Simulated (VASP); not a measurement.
# Ga8Sb3P5 (R3m) in VASP: a series of runs

The runs below take Ga8Sb3P5 through single point, with PBEsol.

All numbers are computed with VASP 6.6.1; they aren't measurements. Logs are shortened: lines on timing, memory, paths and dates and some standing lists are left out, and cuts for length are marked.

## (1) The cell of the first run

Symmetry: R3m, No. 160, trigonal system. The conventional cell has a = 8.049 Å, b = 8.049 Å, c = 19.776 Å, α = 90.00°, β = 90.00°, γ = 120.00°. Ga (site symmetry 3m) has 1 P at 2.32 Å and 3 Sb at 2.53 Å within 3.1 Å. Within 3.1 Å of Ga (site symmetry m) lie 2 P at 2.37 Å and 2 Sb at 2.57 Å. Ga (site symmetry m) has 3 P at 2.42 to 2.43 Å and 1 Sb at 2.60 Å within 3.2 Å. Within 3.3 Å of Ga (site symmetry 3m) lie 4 P at 2.47 to 2.49 Å. Sb (site symmetry m) has 4 Ga at 2.53 to 2.60 Å within 3.3 Å. Within 3.1 Å of P (site symmetry 3m) lie 4 Ga at 2.37 to 2.49 Å. P (site symmetry 3m) has 4 Ga at 2.32 to 2.43 Å within 3.1 Å. P (site symmetry m) has 4 Ga at 2.37 to 2.47 Å within 3.1 Å.

## (2) Single point, PBEsol

INCAR

```
PREC = Accurate
ENCUT = 500
EDIFF = 1E-6
ISMEAR = 0
SIGMA = 0.1
LREAL = F
LASPH = T
NELM = 120
ALGO = Normal
ISIF = 2
LWAVE = F
LCHARG = F
GGA = PS
NBANDS = 86
GGA_COMPAT = F
```

KPOINTS

```
regular mesh
0
Gamma
  3 3 3
```

POSCAR

```
Ga8Sb3P5
1.0
   -0.0116325346      5.7030448274      5.7030448274
    5.6914122928      0.0000000000      5.6914122928
    5.6914122928      5.6914122928      0.0000000000
Ga Sb P
8 3 5
Direct
   -0.0262450077      0.0087483359      0.0087483359
   -0.0143341179     -0.0147802760      0.5145571970
   -0.0143341179      0.5145571970     -0.0147802760
   -0.0143341179      0.5145571970      0.5145571970
    0.5201666395     -0.0076811615     -0.0076811615
    0.5201666395     -0.0076811615      0.4951956834
    0.5201666395      0.4951956834     -0.0076811615
    0.5038547464      0.4987150845      0.4987150845
    0.1259454681      0.1248462994      0.1248462994
    0.1259454681      0.1248462994      0.6243619332
    0.1259454681      0.6243619332      0.1248462994
    0.1253737269      0.6248754244      0.6248754244
    0.6213832325      0.1262055892      0.1262055892
    0.6267664442      0.1230338486      0.6250998536
    0.6267664442      0.6250998536      0.1230338486
    0.6267664442      0.6250998536      0.6250998536
```

Potentials or basis: VASP PAW PBE potentials, release 64 (Ga_d, Sb, P).

Command:

```
> cat potpaw_PBE.64/Ga_d/POTCAR potpaw_PBE.64/Sb/POTCAR potpaw_PBE.64/P/POTCAR > POTCAR
> mpirun -np 1 vasp_std > vasp.out
```

OUTCAR:

```text
PREC = Accurate
   ENCUT = 500
   EDIFF = 1E-6
   ISMEAR = 0
   LREAL = F
   LASPH = T
   NELM = 120
   ISIF = 2
   GGA = PS

 ion  position               nearest neighbor table
   1  0.974  0.009  0.009-  13 2.32  11 2.53  10 2.53   9 2.53
   2  0.986  0.985  0.515-  14 2.37  12 2.37  10 2.57   9 2.57
   3  0.986  0.515  0.985-  15 2.37  12 2.37  11 2.57   9 2.57
   4  0.986  0.515  0.515-  16 2.37  12 2.37  10 2.57  11 2.57
   5  0.520  0.992  0.992-  14 2.42  15 2.42  13 2.43   9 2.60
   6  0.520  0.992  0.495-  16 2.42  14 2.42  13 2.43  10 2.60
[... 8 lines left out ...]
  15  0.627  0.625  0.123-   3 2.37   5 2.42   7 2.42   8 2.47
  16  0.627  0.625  0.625-   4 2.37   6 2.42   7 2.42   8 2.47

  LATTYP: Found a trigonal (rhomboedric) cell.
 ALAT       =     8.0653317305
 COS(alpha) =     0.5020386616

  Lattice vectors:

 A1 = (  -5.7030448274,   5.7030448274,   0.0116325346)
 A2 = (  -5.7030448274,   0.0116325346,   5.7030448274)
 A3 = (  -0.0116325346,   5.7030448274,   5.7030448274)

Analysis of symmetry for initial positions (statically):
=====================================================================
 Subroutine PRICEL returns:
 Original cell was already a primitive cell.

 Routine SETGRP: Setting up the symmetry group for a
 trigonal (rhombohedral) supercell.

 Subroutine GETGRP returns: Found  6 space group operations
 (whereof  6 operations were pure point group operations)
 out of a pool of 12 trial point group operations.

The static configuration has the point symmetry C_3v.

Analysis of symmetry for dynamics (positions and initial velocities):
=====================================================================
 Subroutine PRICEL returns:
 Original cell was already a primitive cell.

 Routine SETGRP: Setting up the symmetry group for a
 trigonal (rhombohedral) supercell.

 Subroutine GETGRP returns: Found  6 space group operations
 (whereof  6 operations were pure point group operations)
 out of a pool of 12 trial point group operations.

The dynamic configuration has the point symmetry C_3v.

 Subroutine INISYM returns: Found  6 space group operations
 (whereof  6 operations are pure point group operations),
 and found     1 'primitive' translations

----------------------------------------------------------------------------------------

                                     Primitive cell

  volume of cell :     369.8448

  direct lattice vectors                    reciprocal lattice vectors
    -0.011632535  5.703044827  5.703044827    -0.087583143  0.087583143  0.087583143
     5.691412293  0.000000000  5.691412293     0.087762152 -0.087762152  0.087941161
     5.691412293  5.691412293  0.000000000     0.087762152  0.087941161 -0.087762152

  length of vectors
     8.065331730  8.048872454  8.048872454     0.151698454  0.152111928  0.152111928

  position of ions in fractional coordinates (direct lattice)
     0.973754992  0.008748336  0.008748336
     0.985665882  0.985219724  0.514557197
     0.985665882  0.514557197  0.985219724
     0.985665882  0.514557197  0.514557197
     0.520166639  0.992318838  0.992318838
     0.520166639  0.992318838  0.495195683
[... 8 lines left out ...]
     0.626766444  0.625099854  0.123033849
     0.626766444  0.625099854  0.625099854

  ion indices of the primitive-cell ions
   primitive index   ion index
                 1           1
                 2           2
                 3           3
                 4           4
                 5           5
                 6           6
[... 8 lines left out ...]
                15          15
                16          16

----------------------------------------------------------------------------------------

 KPOINTS: regular mesh

Automatic generation of k-mesh.
 Grid dimensions read from file:
 generate k-points for:    3    3    3

 Generating k-lattice:

  Cartesian coordinates                     Fractional coordinates (reciprocal lattice)
    -0.029194381  0.029194381  0.029194381     0.333333333  0.000000000  0.000000000
     0.029254051 -0.029254051  0.029313720     0.000000000  0.333333333  0.000000000
     0.029254051  0.029313720 -0.029254051     0.000000000  0.000000000  0.333333333

  Length of vectors
     0.050566151  0.050703976  0.050703976

  Shift w.r.t. Gamma in fractional coordinates (k-lattice)
     0.000000000  0.000000000  0.000000000

 Subroutine IBZKPT returns following result:
 ===========================================

 Found      6 irreducible k-points:

 Following reciprocal coordinates:
            Coordinates               Weight
  0.000000  0.000000  0.000000      1.000000
  0.333333  0.000000  0.000000      2.000000
 -0.000000  0.333333  0.000000      6.000000
  0.333333  0.333333  0.000000      6.000000
 -0.333333  0.333333  0.000000      6.000000
  0.000000 -0.333333  0.333333      6.000000
   k-points           NKPTS =      6   k-points in BZ     NKDIM =      6   number of bands    NBANDS=     86
   number of dos      NEDOS =    301   number of ions     NIONS =     16
   total plane-waves  NPLWV = 216000
   dimension x,y,z NGX =    60 NGY =   60 NGZ =   60
   dimension x,y,z NGXF=   120 NGYF=  120 NGZF=  120
   ions per type =               8   3   5
   NGX,Y,Z   is equivalent  to a cutoff of  12.37, 12.39, 12.39 a.u.
   NGXF,Y,Z  is equivalent  to a cutoff of  24.73, 24.79, 24.79 a.u.
 SYSTEM =  unknown system
   PREC   = accura    normal or accurate (medium, high low for compatibility)
   ISTART =      0    job   : 0-new  1-cont  2-samecut
   ICHARG =      2    charge: 1-file 2-atom 10-const
   ISPIN  =      1    spin polarized calculation?
   LNONCOLLINEAR =      F non collinear calculations
   LSORBIT =      F    spin-orbit coupling
   LASPH  =      T    aspherical Exc in radial PAW
   ENCUT  =  500.0 eV  36.75 Ry    6.06 a.u.  14.70 14.67 14.67*2*pi/ulx,y,z
   NELM   =    120;   NELMIN=  2; NELMDL= -5     # of ELM steps
   EDIFF  = 0.1E-05   stopping-criterion for ELM
   LREAL  =      F    real-space projection
   EDIFFG = 0.1E-04   stopping-criterion for IOM
   NSW    =      0    number of steps for IOM
   IBRION =     -1    ionic relax: 0-MD 1-quasi-New 2-CG
   NFREE  =      0    steps in history (QN), initial steepest desc. (CG)
   ISIF   =      2    stress and relaxation
   ISYM   =      2    0-nonsym 1-usesym 2-fastsym
   POTIM  = 0.5000    time-step for ionic-motion
   TEBEG  =    0.0;   TEEND  =   0.0 temperature during run
   PSTRESS=    0.0 pullay stress
   NELECT =     144.0000    total number of electrons
   NUPDOWN=      -1.0000    fix difference up-down
   EMIN   =  10.00;   EMAX   =-10.00  energy-range for DOS
   EFERMI =   0.00;   METHOD = LEGACY
   ISMEAR =     0;   SIGMA  =   0.10  broadening in eV -4-tet -1-fermi 0-gaus
   EFERMI_NEDOS =   21; number of points for ismear=-14 and -15
   IALGO  =     38    algorithm
   IMIX   =      4    mixing-type and parameters
     AMIX     =   0.40;   BMIX     =  1.00
     AMIX_MAG =   1.60;   BMIX_MAG =  1.00
  volume/ion in A,a.u.               =      23.12       155.99
  Fermi-wavevector in a.u.,A,eV,Ry     =   1.195425  2.259026 19.443295  1.429042
  Thomas-Fermi vector in A             =   2.331391
   LORBIT       =      0    0 simple, 1 ext, 2 COOP (PROOUT), +10 PAW based schemes
   GGA     = PS    functional components
   LHFCALC =     F    Hartree Fock is set to
   AEXX    =    0.0000 exact exchange contribution
   IVDW    =     0    specifies the selected vdW correction
   LEPSILON=     F    determine dielectric tensor
   LRPA    =     F    only Hartree local field effects (RPA)
 non-spin polarized calculation
 Gauss-broadening in eV      SIGMA  =   0.10
  energy-cutoff  :      500.00
  volume of cell :      369.84
 maximum number of plane-waves:      9399
   NGX = 29   NGY = 29   NGZ = 29

 number of electron     143.9999994 magnetization

 Free energy of the ion-electron system (eV)
  ---------------------------------------------------
  ext. energy  EPLUGINS =         0.00000000
  ---------------------------------------------------
  free energy    TOTEN  =       -72.63510353 eV

  energy without entropy =      -72.63082824  energy(sigma->0) =      -72.63296588

 E-fermi :   5.1930     XC(G=0):  -9.7414

 val. band max:        4.9740452316   @ k =   0.0000   0.0000   0.0000
 cond. band min:       5.1933193314   @ k =   0.0000   0.0000   0.0000
 fundamental gap:      0.2192740998
 Fermi energy:         5.1929560685

 k-point     1 :       0.0000    0.0000    0.0000
  band No.  band energies     occupation
      1     -10.2994      2.00000
      2     -10.2994      2.00000
      3     -10.2920      2.00000
      4     -10.2259      2.00000
      5     -10.2259      2.00000
      6     -10.1782      2.00000
[... 76 lines left out ...]
     83       6.8452      0.00000
     84       8.1023      0.00000

 k-point     2 :       0.3333    0.0000    0.0000
  band No.  band energies     occupation
      1     -10.2983      2.00000
      2     -10.2983      2.00000
      3     -10.2912      2.00000
      4     -10.2256      2.00000
      5     -10.2256      2.00000
      6     -10.1774      2.00000
[... 76 lines left out ...]
     83       7.7489      0.00000
     84       8.5988      0.00000

 k-point     3 :      -0.0000    0.3333    0.0000
  band No.  band energies     occupation
      1     -10.2975      2.00000
      2     -10.2970      2.00000
      3     -10.2907      2.00000
      4     -10.2254      2.00000
      5     -10.2253      2.00000
      6     -10.1728      2.00000
[... 76 lines left out ...]
     83       7.8046      0.00000
     84       8.6083      0.00000

 k-point     4 :       0.3333    0.3333    0.0000
  band No.  band energies     occupation
      1     -10.2974      2.00000
      2     -10.2965      2.00000
      3     -10.2902      2.00000
      4     -10.2255      2.00000
      5     -10.2250      2.00000
      6     -10.1725      2.00000
[... 76 lines left out ...]
     83       7.8764      0.00000
     84       8.4723      0.00000

 k-point     5 :      -0.3333    0.3333    0.0000
  band No.  band energies     occupation
      1     -10.2967      2.00000
      2     -10.2964      2.00000
      3     -10.2900      2.00000
      4     -10.2253      2.00000
      5     -10.2250      2.00000
      6     -10.1722      2.00000
[... 76 lines left out ...]
     83       8.5387      0.00000
     84       8.6272      0.00000

 k-point     6 :       0.0000   -0.3333    0.3333
  band No.  band energies     occupation
      1     -10.2966      2.00000
      2     -10.2954      2.00000
      3     -10.2898      2.00000
      4     -10.2251      2.00000
      5     -10.2249      2.00000
      6     -10.1693      2.00000
[... 76 lines left out ...]
     83       8.5190      0.00000
     84       8.5568      0.00000
 [bands above 84 left out]

------------------------ aborting loop because EDIFF is reached ----------------------------------------

  FORCE on cell =-STRESS in cart. coord.  units (eV):
  Direction    XX          YY          ZZ          XY          YZ          ZX
  --------------------------------------------------------------------------------------
  -------------------------------------------------------------------------------------
  Total        0.2426715      0.2426715      0.2426715     -0.0276170      0.0276170     -0.0276170
  in kB        1.0512591      1.0512591      1.0512591     -0.1196374      0.1196374     -0.1196374
  external PRESSURE =       1.0512591 kB  Pullay stress =       0.0000000 kB

 VOLUME and BASIS-vectors are now :
 -----------------------------------------------------------------------------
  energy-cutoff  :      500.00
  volume of cell :      369.84
      direct lattice vectors                 reciprocal lattice vectors
    -0.011632535  5.703044827  5.703044827    -0.087583143  0.087583143  0.087583143
     5.691412293  0.000000000  5.691412293     0.087762152 -0.087762152  0.087941161
     5.691412293  5.691412293  0.000000000     0.087762152  0.087941161 -0.087762152

 POSITION                                       TOTAL-FORCE (eV/Angst)
 -----------------------------------------------------------------------------------
      0.08825      5.60316      5.60316         0.039868     -0.039868     -0.039868
      8.52438      8.54985     11.22859         0.009155     -0.009155     -0.065033
      8.52438     11.22859      8.54985         0.009155     -0.065033     -0.009155
      5.84565      8.54985      8.54985         0.065033     -0.009155     -0.009155
     11.28934      8.61423      8.61423        -0.045212      0.013913      0.013913
      8.46001      5.78490      8.61423        -0.013913      0.045212      0.013913
[... 8 lines left out ...]
      4.25065      4.27471      7.13218        -0.003051     -0.003854      0.003051
      7.10811      7.13218      7.13218         0.003854      0.003051      0.003051
 -----------------------------------------------------------------------------------
    total drift:                               -0.002053      0.002057      0.002057

  FREE ENERGIE OF THE ION-ELECTRON SYSTEM (eV)
  ---------------------------------------------------
  free  energy   TOTEN  =       -72.6351035299 eV

  energy  without entropy=      -72.6308282353  energy(sigma->0) =      -72.63296588
```

It took 9.2 min on 1 thread of Oxide Virtual Turin-like, shared host; peak memory 0.54 GiB.

Results:

* Free energy: -72.6351 eV
* Pressure: 0.1 GPa
* Largest force: 0.069 eV/Å
* Band gap on the k mesh: zero (filled and empty bands touch)

Forces on the atoms (eV/Å):
```
Ga   0.040 -0.040 -0.040
Ga   0.009 -0.009 -0.065
Ga   0.009 -0.065 -0.009
Ga   0.065 -0.009 -0.009
Ga  -0.045  0.014  0.014
Ga  -0.014  0.045  0.014
Ga  -0.014  0.014  0.045
Ga  -0.008  0.008  0.008
Sb   0.001  0.022  0.022
Sb  -0.022 -0.001  0.022
Sb  -0.022  0.022 -0.001
P    0.006 -0.006 -0.006
P   -0.002  0.002  0.002
P   -0.003  0.003 -0.004
P   -0.003 -0.004  0.003
P    0.004  0.003  0.003
```

Caveat: semilocal functionals underestimate gaps, and a narrow one can read as zero; the PAW data sets were made with another functional, which shifts forces and pressure a little; spin-orbit coupling is left out, which moves the levels of the heavy elements.

## (3) Single point, PBEsol

INCAR

```
SYSTEM = Ga8Sb3P5
PREC     = Accurate       ! precision mode
ENCUT    = 500            ! plane-wave cutoff, eV
EDIFF    = 1E-6           ! SCF threshold, eV
ISMEAR   = 0              ! smearing method
SIGMA    = 0.1            ! smearing width, eV
LREAL    = .FALSE.        ! projectors in reciprocal space
LASPH    = .TRUE.         ! aspherical terms in the spheres
NELM     = 120            ! most SCF steps
ALGO     = Normal         ! electronic algorithm
ISIF     = 2              ! what is computed and relaxed
LWAVE    = .FALSE.        ! write WAVECAR
LCHARG   = .FALSE.        ! write CHGCAR
GGA      = PS             ! functional
NBANDS   = 86             ! bands
GGA_COMPAT= .FALSE.
```

KPOINTS

```
Automatic mesh
0
G
  4 4 4
  0 0 0
```

POSCAR

```
Ga8Sb3P5
1.0
    0.0000000000      5.7008125000      5.7008125000
    5.7008125000      0.0000000000      5.7008125000
    5.7008125000      5.7008125000      0.0000000000
Ga Sb P
8 3 5
Direct
    0.0000000000      0.0000000000      0.0000000000
    0.0000000000      0.0000000000      0.5000000000
    0.0000000000      0.5000000000      0.0000000000
    0.0000000000      0.5000000000      0.5000000000
    0.5000000000      0.0000000000      0.0000000000
    0.5000000000      0.0000000000      0.5000000000
    0.5000000000      0.5000000000      0.0000000000
    0.5000000000      0.5000000000      0.5000000000
    0.1250000000      0.1250000000      0.1250000000
    0.1250000000      0.1250000000      0.6250000000
    0.1250000000      0.6250000000      0.1250000000
    0.1250000000      0.6250000000      0.6250000000
    0.6250000000      0.1250000000      0.1250000000
    0.6250000000      0.1250000000      0.6250000000
    0.6250000000      0.6250000000      0.1250000000
    0.6250000000      0.6250000000      0.6250000000
```

Potentials or basis: VASP PAW PBE potentials, release 64 (Ga_d, Sb, P).

Command:

```
> cat potpaw_PBE.64/Ga_d/POTCAR potpaw_PBE.64/Sb/POTCAR potpaw_PBE.64/P/POTCAR > POTCAR
> mpirun -np 1 vasp_std > vasp.out
```

Wall time 20 min (1 thread of Oxide Virtual Turin-like, shared host); peak memory 0.65 GiB.

It converged, with:

| Item | Value |
| --- | --- |
| Free energy | -71.6894 eV |
| Pressure | 1.1 GPa |
| Largest force | 2.194 eV/Å |
| Band gap on the k mesh | 0.51 eV |

Forces in eV/Å, atoms in the order of the input:
```
Ga   1.082 -1.082 -1.082
Ga   0.000  0.000 -2.194
Ga   0.000 -2.194  0.000
Ga   2.194  0.000  0.000
Ga  -1.111  1.112  1.112
Ga  -1.112  1.111  1.112
Ga  -1.112  1.112  1.111
Ga   0.000  0.000  0.000
Sb  -0.010 -0.141 -0.141
Sb   0.141  0.010 -0.141
Sb   0.141 -0.141  0.010
P    0.085 -0.085 -0.085
P   -0.100  0.100  0.100
P   -0.095  0.095  0.007
P   -0.095  0.007  0.095
P   -0.007  0.095  0.095
```

Stress tensor (GPa, compression positive):
```
 1.09  0.08  0.08
 0.08  1.09 -0.08
 0.08 -0.08  1.09
```

Levels at points of the mesh, in eV from the valence-band top:
| k point | band 70 | band 71 | band 72 | band 73 | band 74 | band 75 |
| --- | --- | --- | --- | --- | --- | --- |
| (0.00, 0.00, 0.00) | -0.09 | 0.00 | 0.00 | 0.51 | 0.65 | 0.93 |
| (0.50, 0.00, 0.00) | -0.96 | -0.52 | -0.52 | 1.16 | 1.54 | 1.86 |
| (0.00, 0.50, 0.00) | -0.82 | -0.70 | -0.65 | 1.30 | 1.44 | 1.73 |
| (0.50, 0.50, 0.00) | -1.34 | -1.25 | -1.19 | 1.62 | 1.62 | 2.39 |

Caveat: semilocal functionals underestimate gaps, and a narrow one can read as zero; the PAW data sets were made with another functional, which shifts forces and pressure a little; spin-orbit coupling is left out, which moves the levels of the heavy elements.

The gap in the log of VASP goes by the Fermi energy; the results here count the filled bands.